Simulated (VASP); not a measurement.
Crystal: P.

```
P
1.0
    -2.34299    2.34299    1.37632
     2.34299   -2.34299    1.37632
     2.34299    2.34299   -1.37632
P
2
Direct
  0.00000 0.00000 0.00000
  0.75000 0.25000 0.50000
```

| Item | Value |
| --- | --- |
| Program | VASP 6.6.1 |
| Task | relaxation of cell and atoms |
| Functional | PBE |
| Potentials or basis | VASP PAW PBE potentials, release 64 (P) |
| Cutoff | 600 eV |
| k mesh | 24 × 24 × 24 |
| Occupations | gaussian, width 0.1 eV |
| Spin | no spin polarisation |

At the start: pressure 0.6 GPa; volume 15.11 Å³/atom.

Task: Where does the relaxation end?

Result: Over 10 steps the energy falls by 25.4 meV/atom and the volume is 15.01 Å³/atom (-0.7 %); space group I4_1/amd (No. 141, to 0.1 Å) before and after.

The path:
```tsv
step	energy change (eV)	largest force (eV/Å)	pressure (GPa)	volume (Å³)
1	0.0000	0.0000	0.65	30.22
2	-0.0086	0.0000	-0.39	30.49
3	-0.0239	0.0000	-3.23	31.25
4	-0.0270	0.0000	-3.19	31.22
5	-0.0353	0.0000	-2.97	31.10
6	-0.0444	0.0000	-2.41	30.85
7	-0.0448	0.0000	-2.28	30.80
8	-0.0480	0.0000	-1.59	30.56
9	-0.0508	0.0000	-0.18	30.09
10	-0.0508	0.0000	0.01	30.02
```

Final structure:
```cif
data_structure
_symmetry_space_group_name_H-M 'P 1'
_symmetry_Int_Tables_number 1
_cell_length_a 3.6755
_cell_length_b 3.6755
_cell_length_c 3.6755
_cell_angle_alpha 96.738
_cell_angle_beta 96.738
_cell_angle_gamma 139.937
_cell_volume 30.02
loop_
_atom_site_label
_atom_site_type_symbol
_atom_site_fract_x
_atom_site_fract_y
_atom_site_fract_z
_atom_site_occupancy
P1 P 0.00000 0.00000 0.00000 1
P2 P 0.75000 0.25000 0.50000 1
```
